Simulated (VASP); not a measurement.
Crystal: Pt.

```
Pt
1.0
     0.00000    1.96090    1.96090
     1.96090    0.00000    1.96090
     1.96090    1.96090    0.00000
Pt
1
Direct
  0.00000 0.00000 0.00000
```

| Property | Result |
| --- | --- |
| Program | VASP 6.6.1 |
| Task | relaxation of cell and atoms |
| Functional | PBE |
| Potentials or basis | VASP PAW PBE potentials, release 64 (Pt) |
| Cutoff | 600 eV |
| k mesh | 11 × 11 × 11 |
| Occupations | fermi-dirac, width 0.1 eV |
| Spin | no spin polarisation |

At the start: pressure 9.7 GPa; volume 15.08 Å³/atom.

Task: Where does the relaxation end?

Result: Over 4 steps the energy falls by 15.7 meV/atom and the volume is 15.62 Å³/atom (+3.6 %); space group Fm-3m (No. 225, to 0.05 Å).

Step by step:
| step | energy change (eV) | largest force (eV/Å) | pressure (GPa) | volume (Å³) |
| --- | --- | --- | --- | --- |
| 1 | 0.0000 | 0.0000 | 9.69 | 15.08 |
| 2 | 0.0806 | 0.0000 | -18.06 | 17.16 |
| 3 | -0.0157 | 0.0000 | -0.31 | 15.64 |
| 4 | -0.0157 | 0.0000 | -0.04 | 15.62 |

Final structure:
```yaml
crystal:
  lattice:
    - [0.00000, 1.98416, 1.98416]
    - [1.98416, 0.00000, 1.98416]
    - [1.98416, 1.98416, 0.00000]
  atoms:
    - { symbol: Pt, position: [0.00000, 0.00000, 0.00000] }
```
